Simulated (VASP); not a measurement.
# Y (Im-3m) in VASP: further runs

Runs on Y. Level: revPBE. Tasks: single point.

Program: VASP 6.6.1. These are calculated values, not measurements. Logs are shortened: lines on timing, memory, paths and dates and some standing lists are left out, and cuts for length are marked.

## Step 1: The cell of the first run

It takes space group Im-3m (No. 229, cubic). The conventional cell has a = 3.915 Å, b = 3.915 Å, c = 3.915 Å, α = 90.00°, β = 90.00°, γ = 90.00°. Within 4.5 Å of Y (site symmetry m-3m) lie 14 Y at 3.39 to 3.91 Å.

This isn't the form of Y at room conditions, which is hcp.

## Step 2: Single point, revPBE (30.00 Å³/atom)

Input file INCAR:

```
SYSTEM = Y
PREC = Accurate
ENCUT = 520
EDIFF = 1E-6
ISMEAR = -1
SIGMA = 0.1
LREAL = .FALSE.
LASPH = .TRUE.
NELM = 60
ALGO = Normal
ISIF = 2
LWAVE = .FALSE.
LCHARG = .TRUE.
GGA = RE
LELF = .TRUE.
LVHAR = .TRUE.
NBANDS = 12
```

Input file KPOINTS:

```
regular mesh
0
G
  18 18 18
  0 0 0
```

Input file POSCAR:

```
Y
1.0
   -1.9574476266      1.9574476266      1.9574476266
    1.9574476266     -1.9574476266      1.9574476266
    1.9574476266      1.9574476266     -1.9574476266
Y
1
Direct
    0.0000000000      0.0000000000      0.0000000000
```

Potentials or basis: VASP PAW PBE potentials, release 64 (Y_sv).

Started as:

```sh
$ cat potpaw_PBE.64/Y_sv/POTCAR > POTCAR
$ mpirun -np 1 vasp_std > vasp.out
```

OUTCAR:

```text
SYSTEM = Y
   PREC = Accurate
   ENCUT = 520
   EDIFF = 1E-6
   ISMEAR = -1
   LREAL = .FALSE.
   LASPH = .TRUE.
   NELM = 60
   ISIF = 2
   GGA = RE

 ion  position               nearest neighbor table
   1  0.000  0.000  0.000-

  LATTYP: Found a body centered cubic cell.
 ALAT       =     3.9148952532

  Lattice vectors:

 A1 = (  -1.9574476266,   1.9574476266,   1.9574476266)
 A2 = (   1.9574476266,  -1.9574476266,   1.9574476266)
 A3 = (   1.9574476266,   1.9574476266,  -1.9574476266)

Analysis of symmetry for initial positions (statically):
=====================================================================
 Subroutine PRICEL returns:
 Original cell was already a primitive cell.

 Routine SETGRP: Setting up the symmetry group for a
 body centered cubic supercell.

 Subroutine GETGRP returns: Found 48 space group operations
 (whereof 48 operations were pure point group operations)
 out of a pool of 48 trial point group operations.

The static configuration has the point symmetry O_h .

Analysis of symmetry for dynamics (positions and initial velocities):
=====================================================================
 Subroutine PRICEL returns:
 Original cell was already a primitive cell.

 Routine SETGRP: Setting up the symmetry group for a
 body centered cubic supercell.

 Subroutine GETGRP returns: Found 48 space group operations
 (whereof 48 operations were pure point group operations)
 out of a pool of 48 trial point group operations.

The dynamic configuration has the point symmetry O_h .

 Subroutine INISYM returns: Found 48 space group operations
 (whereof 48 operations are pure point group operations),
 and found     1 'primitive' translations

----------------------------------------------------------------------------------------

                                     Primitive cell

  volume of cell :      30.0006

  direct lattice vectors                    reciprocal lattice vectors
    -1.957447627  1.957447627  1.957447627     0.000000000  0.255434676  0.255434676
     1.957447627 -1.957447627  1.957447627     0.255434676  0.000000000  0.255434676
     1.957447627  1.957447627 -1.957447627     0.255434676  0.255434676  0.000000000

  length of vectors
     3.390398742  3.390398742  3.390398742     0.361239183  0.361239183  0.361239183

  position of ions in fractional coordinates (direct lattice)
     0.000000000  0.000000000  0.000000000

  ion indices of the primitive-cell ions
   primitive index   ion index
                 1           1

----------------------------------------------------------------------------------------

 KPOINTS: regular mesh

Automatic generation of k-mesh.
 Grid dimensions read from file:
 generate k-points for:   18   18   18

 Generating k-lattice:

  Cartesian coordinates                     Fractional coordinates (reciprocal lattice)
     0.000000000  0.014190815  0.014190815     0.055555556  0.000000000  0.000000000
     0.014190815  0.000000000  0.014190815     0.000000000  0.055555556  0.000000000
     0.014190815  0.014190815  0.000000000     0.000000000  0.000000000  0.055555556

  Length of vectors
     0.020068843  0.020068843  0.020068843

  Shift w.r.t. Gamma in fractional coordinates (k-lattice)
     0.000000000  0.000000000  0.000000000

 Subroutine IBZKPT returns following result:
 ===========================================

 Found    195 irreducible k-points:

 Following reciprocal coordinates:
            Coordinates               Weight
  0.000000  0.000000  0.000000      1.000000
  0.055556  0.000000  0.000000     12.000000
  0.111111  0.000000  0.000000     12.000000
  0.166667  0.000000  0.000000     12.000000
  0.222222  0.000000  0.000000     12.000000
  0.277778  0.000000  0.000000     12.000000
[... 16 lines left out ...]
  0.333333  0.111111  0.000000     48.000000
  0.388889  0.111111  0.000000     48.000000
 [... further k-points ...]
   k-points           NKPTS =    195   k-points in BZ     NKDIM =    195   number of bands    NBANDS=     12
   number of dos      NEDOS =    301   number of ions     NIONS =      1
   total plane-waves  NPLWV =  21952
   dimension x,y,z NGX =    28 NGY =   28 NGZ =   28
   dimension x,y,z NGXF=    56 NGYF=   56 NGZF=   56
   ions per type =               1
   NGX,Y,Z   is equivalent  to a cutoff of  13.73, 13.73, 13.73 a.u.
   NGXF,Y,Z  is equivalent  to a cutoff of  27.46, 27.46, 27.46 a.u.
 SYSTEM =  Y
   PREC   = accura    normal or accurate (medium, high low for compatibility)
   ISTART =      0    job   : 0-new  1-cont  2-samecut
   ICHARG =      2    charge: 1-file 2-atom 10-const
   ISPIN  =      1    spin polarized calculation?
   LNONCOLLINEAR =      F non collinear calculations
   LSORBIT =      F    spin-orbit coupling
   LASPH  =      T    aspherical Exc in radial PAW
   ENCUT  =  520.0 eV  38.22 Ry    6.18 a.u.   6.30  6.30  6.30*2*pi/ulx,y,z
   NELM   =     60;   NELMIN=  2; NELMDL= -5     # of ELM steps
   EDIFF  = 0.1E-05   stopping-criterion for ELM
   LREAL  =      F    real-space projection
   EDIFFG = 0.1E-04   stopping-criterion for IOM
   NSW    =      0    number of steps for IOM
   IBRION =     -1    ionic relax: 0-MD 1-quasi-New 2-CG
   NFREE  =      0    steps in history (QN), initial steepest desc. (CG)
   ISIF   =      2    stress and relaxation
   ISYM   =      2    0-nonsym 1-usesym 2-fastsym
   POTIM  = 0.5000    time-step for ionic-motion
   TEBEG  =    0.0;   TEEND  =   0.0 temperature during run
   PSTRESS=    0.0 pullay stress
   NELECT =      11.0000    total number of electrons
   NUPDOWN=      -1.0000    fix difference up-down
   EMIN   =  10.00;   EMAX   =-10.00  energy-range for DOS
   EFERMI =   0.00;   METHOD = LEGACY
   ISMEAR =    -1;   SIGMA  =   0.10  broadening in eV -4-tet -1-fermi 0-gaus
   EFERMI_NEDOS =   21; number of points for ismear=-14 and -15
   IALGO  =     38    algorithm
   IMIX   =      4    mixing-type and parameters
     AMIX     =   0.40;   BMIX     =  1.00
     AMIX_MAG =   1.60;   BMIX_MAG =  1.00
  volume/ion in A,a.u.               =      30.00       202.45
  Fermi-wavevector in a.u.,A,eV,Ry     =   1.171734  2.214256 18.680252  1.372960
  Thomas-Fermi vector in A             =   2.308173
   LORBIT       =      0    0 simple, 1 ext, 2 COOP (PROOUT), +10 PAW based schemes
   GGA     = RE    functional components
   LHFCALC =     F    Hartree Fock is set to
   AEXX    =    0.0000 exact exchange contribution
   IVDW    =     0    specifies the selected vdW correction
   LEPSILON=     F    determine dielectric tensor
   LRPA    =     F    only Hartree local field effects (RPA)
 non-spin polarized calculation
  energy-cutoff  :      520.00
  volume of cell :       30.00
 maximum number of plane-waves:       821
 NGX is ok and might be reduce to    28
   NGX = 13   NGY = 13   NGZ = 13

 number of electron      10.9999999 magnetization

 Free energy of the ion-electron system (eV)
  ---------------------------------------------------
  ext. energy  EPLUGINS =         0.00000000
  ---------------------------------------------------
  free energy    TOTEN  =        -6.02818068 eV

  energy without entropy =       -5.95412355  energy(sigma->0) =       -5.99115212

 E-fermi :   3.6693     XC(G=0):  -9.7167

 val. band max:        3.6605548754   @ k =  -0.3889   0.3889   0.1667
 cond. band min:       3.6812367828   @ k =  -0.4444   0.4444   0.1667
 fundamental gap:      0.0206819074
 Fermi energy:         3.6692603827

 k-point     1 :       0.0000    0.0000    0.0000
  band No.  band energies     occupation
      1     -38.9944      2.00000
      2     -18.6186      2.00000
      3     -18.6186      2.00000
      4     -18.6186      2.00000
      5      -1.2768      2.00000
      6       5.4583      0.00000
      7       5.4583      0.00000
      8       5.4583      0.00000
      9       7.5393      0.00000
     10       7.5393      0.00000
     11      14.2445      0.00000
     12      14.2445      0.00000

 k-point     2 :       0.0556    0.0000    0.0000
  band No.  band energies     occupation
      1     -38.9914      2.00000
      2     -18.6423      2.00000
      3     -18.6257      2.00000
      4     -18.6187      2.00000
      5      -1.1874      2.00000
      6       5.3897      0.00000
      7       5.4289      0.00000
      8       5.5447      0.00000
      9       7.4262      0.00000
     10       7.5359      0.00000
     11      14.3335      0.00000
     12      14.4154      0.00000

 k-point     3 :       0.1111    0.0000    0.0000
  band No.  band energies     occupation
      1     -38.9829      2.00000
      2     -18.7100      2.00000
      3     -18.6463      2.00000
      4     -18.6192      2.00000
      5      -0.9269      2.00000
      6       5.2025      0.00000
      7       5.3095      0.00000
      8       5.8016      0.00000
      9       7.2023      0.00000
     10       7.5327      0.00000
     11      14.5562      0.00000
     12      14.9082      0.00000
[... 286 lines left out ...]
 k-point    23 :       0.3333    0.1111    0.0000
  band No.  band energies     occupation
      1     -38.9037      2.00000
      2     -19.2544      2.00000
      3     -18.8455      2.00000
      4     -18.6547      2.00000
      5       1.6022      2.00000
      6       3.9015      0.17855
      7       4.1725      0.01296
      8       7.3222      0.00000
      9       8.1583      0.00000
     10       9.3690      0.00000
     11      12.8218      0.00000
     12      13.4936      0.00000

 k-point    24 :       0.3889    0.1111    0.0000
  band No.  band energies     occupation
      1     -38.8956      2.00000
      2     -19.3048      2.00000
      3     -18.8698      2.00000
      4     -18.6557      2.00000
      5       1.7552      2.00000
      6       3.8299      0.33411
      7       4.3323      0.00264
      8       7.3847      0.00000
      9       8.2558      0.00000
     10      10.0401      0.00000
     11      12.3657      0.00000
     12      12.9003      0.00000

 [... further k-points ...]
[... 5 lines left out ...]
  --------------------------------------------------------------------------------------
  -------------------------------------------------------------------------------------
  Total        1.0316975      1.0316975      1.0316975      0.0000000      0.0000000     -0.0000000
  in kB       55.0975778     55.0975778     55.0975778      0.0000000      0.0000000     -0.0000000
  external PRESSURE =      55.0975778 kB  Pullay stress =       0.0000000 kB

 VOLUME and BASIS-vectors are now :
 -----------------------------------------------------------------------------
  energy-cutoff  :      520.00
  volume of cell :       30.00
      direct lattice vectors                 reciprocal lattice vectors
    -1.957447627  1.957447627  1.957447627     0.000000000  0.255434676  0.255434676
     1.957447627 -1.957447627  1.957447627     0.255434676  0.000000000  0.255434676
     1.957447627  1.957447627 -1.957447627     0.255434676  0.255434676  0.000000000

 POSITION                                       TOTAL-FORCE (eV/Angst)
 -----------------------------------------------------------------------------------
      0.00000      0.00000      0.00000        -0.000000     -0.000000     -0.000000
 -----------------------------------------------------------------------------------
    total drift:                               -0.000000     -0.000000     -0.000000

  FREE ENERGIE OF THE ION-ELECTRON SYSTEM (eV)
  ---------------------------------------------------
  free  energy   TOTEN  =        -6.0281806761 eV

  energy  without entropy=       -5.9541235550  energy(sigma->0) =       -5.99115212
```

It took 42 s on 1 thread of Intel Xeon Platinum 8488C (Sapphire Rapids), shared host; peak memory 0.23 GiB.

Results:

```yaml
Free_energy: -6.0282 eV
Pressure: 5.5 GPa
Band_gap_on_the_k_mesh: zero (an odd number of electrons rules out a gap without spin polarisation)
```

Levels at points of the mesh, in eV from the Fermi level:
```csv
k point,band 1,band 2,band 3,band 4,band 5,band 6,band 7,band 8,band 9,band 10
"(0.00, 0.00, 0.00)",-42.66,-22.29,-22.29,-22.29,-4.95,1.79,1.79,1.79,3.87,3.87
"(0.50, 0.00, 0.00)",-42.56,-23.02,-22.52,-22.29,-2.13,0.13,1.02,3.85,4.55,6.42
"(0.50, 0.50, 0.50)",-42.49,-22.79,-22.79,-22.79,-1.71,-1.71,5.81,5.81,5.81,6.04
```

Caveat: the cell stands under pressure; the PAW data sets were made with another functional, which shifts forces and pressure a little.

(Continued in part 2 of 2.)

The gap in the log of VASP goes by the Fermi energy; the results here count the filled bands.